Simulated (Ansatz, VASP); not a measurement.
## One calculation of BeCo, two programs

INCAR

```
  PREC = Accurate
  ENCUT = 520
  EDIFF = 1E-6
  ISMEAR = -1
  SIGMA = 0.05
  LREAL = F
  LASPH = T
  NELM = 150
  ALGO = Normal
  ISIF = 2
  LWAVE = F
  LCHARG = F
  ISPIN = 2
  MAGMOM = 0 3.2
  LORBIT = 11
  LMAXMIX = 4
  GGA = CA
  NBANDS = 16
```

KPOINTS

```
Automatic mesh
0
Gamma
  11 11 11
```

Contents of POSCAR:

```
BeCo
1.0
    2.6060000000      0.0000000000      0.0000000000
    0.0000000000      2.6060000000      0.0000000000
    0.0000000000      0.0000000000      2.6060000000
Be Co
1 1
Direct
    0.0000000000      0.0000000000      0.0000000000
    0.5000000000      0.5000000000      0.5000000000
```

Input for Ansatz:

```yaml
crystal:
  lattice:
    - [2.606, 0.0, 0.0]
    - [0.0, 2.606, 0.0]
    - [0.0, 0.0, 2.606]
  atoms:
    - { symbol: Be, position: [0.0, 0.0, 0.0] }
    - { symbol: Co, position: [0.5, 0.5, 0.5], spin: 3.2 }
basis:
  ecutwfc: 500.0
kpoints:
  mp_grid:
    grid: [11, 11, 11]
hamiltonian:
  xc: lda
  pseudopotentials:
    kind: paw
magnetization:
  spin_polarized: true
scf:
  occupations:
    method: fermi_dirac
    width: 0.05
```

Alike in both runs: task single point; functional LDA; k mesh 11 × 11 × 11; occupations fermi-dirac, width 0.05 eV; collinear spin.

|  | VASP | Ansatz |
| --- | --- | --- |
| version | VASP 6.6.1 | Ansatz 0.2.0 |
| potentials or method | VASP PAW LDA potentials, release 64 (Be, Co), cutoff 520 eV | plane waves, PAW |
| valence electrons in the cell | 11 | 19 |

```csv
,VASP,Ansatz,Ansatz less VASP
net moment per atom (μB),0.19,0.20,+0.004
size of the moment on the site where the two differ most (μB),0.41,0.42,+0.010
```

LDA's correlation is that of Perdew and Zunger in VASP and of Perdew and Wang (1992) in Ansatz. Site moments also hang on the region over which each program counts them. VASP's potentials hold 11 valence electrons a cell and Ansatz's 19, so a difference there can come from the potentials and not from the codes. Ansatz's warnings: given moment on shells.
